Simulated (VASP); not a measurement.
# Lu (Im-3m) in VASP: further runs, part 2 of 2

VASP 6.6.1. The steps go on from the part before.

### Step 4. Single point, BLYP+D4, collinear spin, ferromagnetic start (volume scaled by 0.94)

The input, INCAR:

```
PREC = Accurate
ENCUT = 520
EDIFF = 1E-7
ISMEAR = 1
SIGMA = 0.025
LREAL = False
LASPH = True
NELM = 150
ALGO = Normal
ISIF = 2
LWAVE = False
LCHARG = False
ISPIN = 2
MAGMOM = 1
LORBIT = 11
NUPDOWN = 1.0
GGA = B5
ALDAX = 1.0
AGGAX = 1.0
AGGAC = 1.0
ALDAC = 0.0
IVDW = 13
VDW_S6 = 1.0
VDW_S8 = 2.34076671
VDW_A1 = 0.44488865
VDW_A2 = 4.0933009
NBANDS = 22
```

The input, KPOINTS:

```
Automatic mesh
0
Gamma
  10 10 10
```

The input, POSCAR:

```
Lu
1.0
   -1.9142161787      1.9142161787      1.9142161787
    1.9142161787     -1.9142161787      1.9142161787
    1.9142161787      1.9142161787     -1.9142161787
Lu
1
Direct
    0.0000000000      0.0000000000      0.0000000000
```

Started as:

```
$ cat potpaw_PBE.64/Lu/POTCAR > POTCAR
$ mpirun -np 1 vasp_std > vasp.out
```

Run time: 49 s. Hardware: 1 thread of AMD EPYC 9R45 (Zen 5), shared host; peak memory 0.18 GiB.

Results (log left out):

```yaml
Free_energy: -3.5478 eV
Pressure: 3.0 GPa
Net_moment: 1.00 μB per cell
Site_moments: Lu +0.49 μB
Valence_electrons_inside_the_program's_atomic_spheres: Lu 23.23
Dispersion_energy_per_atom: -0.341 eV
```

Caveat: the PAW data sets were made with another functional, which shifts forces and pressure a little; spin-orbit coupling is left out, which moves the levels of the heavy elements; the total moment is fixed, so each spin has its own Fermi level.

### Step 5. Single point, BLYP+D4, collinear spin, ferromagnetic start (volume scaled by 0.96)

The input, INCAR:

```
SYSTEM = Lu
AGGAC    = 1.0          
AGGAX    = 1.0          
ALDAC    = 0.0          
ALDAX    = 1.0          
ALGO     = Fast           ! electronic algorithm
EDIFF    = 1E-7           ! SCF threshold, eV
ENCUT    = 520            ! plane-wave cutoff, eV
GGA      = B5             ! functional
ISIF     = 2              ! what is computed and relaxed
ISMEAR   = 1              ! smearing method
ISPIN    = 2              ! spin polarisation
IVDW     = 13             ! dispersion correction
LASPH    = .True.         ! aspherical terms in the spheres
LCHARG   = .True.         ! write CHGCAR
LELF     = .True.         ! ELF
LORBIT   = 11             ! projections on sites
LREAL    = .False.        ! projectors in reciprocal space
LVHAR    = .True.       
LWAVE    = .False.        ! write WAVECAR
MAGMOM   = 1              ! initial moments
NBANDS   = 22             ! bands
NELM     = 150            ! most SCF steps
NUPDOWN  = 1.0            ! fixed moment
PREC     = Accurate       ! precision mode
SIGMA    = 0.025          ! smearing width, eV
VDW_A1   = 0.44488865   
VDW_A2   = 4.0933009    
VDW_S6   = 1.0          
VDW_S8   = 2.34076671
```

The input, KPOINTS:

```
k-points
0
Gamma
  10 10 10
  0 0 0
```

The input, POSCAR:

```
Lu
1.0
   -1.9276970185      1.9276970185      1.9276970185
    1.9276970185     -1.9276970185      1.9276970185
    1.9276970185      1.9276970185     -1.9276970185
Lu
1
Direct
    0.0000000000      0.0000000000      0.0000000000
```

Started as:

```
$ cat potpaw_PBE.64/Lu/POTCAR > POTCAR
$ mpirun -np 1 vasp_std > vasp.out
```

Wall time 80 s (1 thread of AMD EPYC 9R45 (Zen 5), shared host); peak memory 0.18 GiB.

The run converged. Its results:

- Free energy: -3.5572 eV
- Pressure: 1.9 GPa
- Net moment: 1.00 μB per cell
- Site moments: Lu +0.48 μB
- Valence electrons inside the program's atomic spheres: Lu 23.21
- Dispersion energy per atom: -0.333 eV

Caveat: the PAW data sets were made with another functional, which shifts forces and pressure a little; spin-orbit coupling is left out, which moves the levels of the heavy elements; the total moment is fixed, so each spin has its own Fermi level.

### Step 6. Single point, BLYP+D4, collinear spin, ferromagnetic start (volume scaled by 0.98)

The input, INCAR:

```
PREC = Accurate ; ENCUT = 520
EDIFF = 1E-6 ; ISMEAR = 1
SIGMA = 0.025 ; LREAL = False
LASPH = True ; NELM = 150
ALGO = Normal ; ISIF = 2
LWAVE = False ; LCHARG = False
ISPIN = 2 ; MAGMOM = 1
LORBIT = 11 ; NUPDOWN = 1.0
GGA = B5 ; ALDAX = 1.0
AGGAX = 1.0 ; AGGAC = 1.0
ALDAC = 0.0 ; IVDW = 13
VDW_S6 = 1.0 ; VDW_S8 = 2.34076671
VDW_A1 = 0.44488865 ; VDW_A2 = 4.0933009
NBANDS = 22
```

The input, KPOINTS:

```
Automatic mesh
0
Gamma
  10 10 10
```

The input, POSCAR:

```
Lu
1.0
   -1.9409919008      1.9409919008      1.9409919008
    1.9409919008     -1.9409919008      1.9409919008
    1.9409919008      1.9409919008     -1.9409919008
Lu
1
Direct
    0.0000000000      0.0000000000      0.0000000000
```

Potentials or basis: VASP PAW PBE potentials, release 64 (Lu).

Started as:

```
$ cat potpaw_PBE.64/Lu/POTCAR > POTCAR
$ mpirun -np 1 vasp_std > vasp.out
```

Run time: 44 s. Hardware: 1 thread of AMD EPYC 9R45 (Zen 5), shared host; peak memory 0.18 GiB.

It converged, with:

```
Free energy                                           : -3.5633 eV
Pressure                                              : 1.1 GPa
Net moment                                            : 1.00 μB per cell
Site moments                                          : Lu +0.47 μB
Valence electrons inside the program's atomic spheres : Lu 23.18
Dispersion energy per atom                            : -0.326 eV
```

Caveat: the PAW data sets were made with another functional, which shifts forces and pressure a little; spin-orbit coupling is left out, which moves the levels of the heavy elements; the total moment is fixed, so each spin has its own Fermi level.

### Step 7. The runs side by side

| level | spin | fixed moment (μB) | cell | k mesh | smearing | gap on the mesh (eV) | pressure (GPa) | moment (μB) |
| --- | --- | --- | --- | --- | --- | --- | --- | --- |
| r2SCAN+D3(BJ) | off | - | a = 3.385 Å, angles 109.5°, 1 atom | 10 × 10 × 10 | fermi-dirac 0.05 eV | none | -1.2 | - |
| PBE | off | - | a = 3.385 Å, angles 109.5°, 1 atom | 4 × 4 × 4 | fermi-dirac 0.02 eV | none | -0.5 | - |
| BLYP+D4 | collinear, ferromagnetic start | 1.0 | a = 3.316 Å, angles 109.5°, 1 atom | 10 × 10 × 10 | methfessel-paxton 0.025 eV | - | 3.0 | 1.00 |
| BLYP+D4 | collinear, ferromagnetic start | 1.0 | a = 3.339 Å, angles 109.5°, 1 atom | 10 × 10 × 10 | methfessel-paxton 0.025 eV | - | 1.9 | 1.00 |
| BLYP+D4 | collinear, ferromagnetic start | 1.0 | a = 3.362 Å, angles 109.5°, 1 atom | 10 × 10 × 10 | methfessel-paxton 0.025 eV | - | 1.1 | 1.00 |

Alike in all rows: task single point; potentials or basis VASP PAW PBE potentials, release 64 (Lu); cutoff (eV) 520.

Caveats: some runs use coarse meshes; spin-orbit coupling is left out, which moves the levels of the heavy elements; the PAW data sets were made with another functional, which shifts forces and pressure a little (some runs); the total moment is fixed, so each spin has its own Fermi level (some runs); three body term missing (some runs); pairwise dispersion overbinds metals, which lowers pressure and volume (some runs).

Total energies depend on the potentials used, so only differences within one code and one set of settings carry meaning.
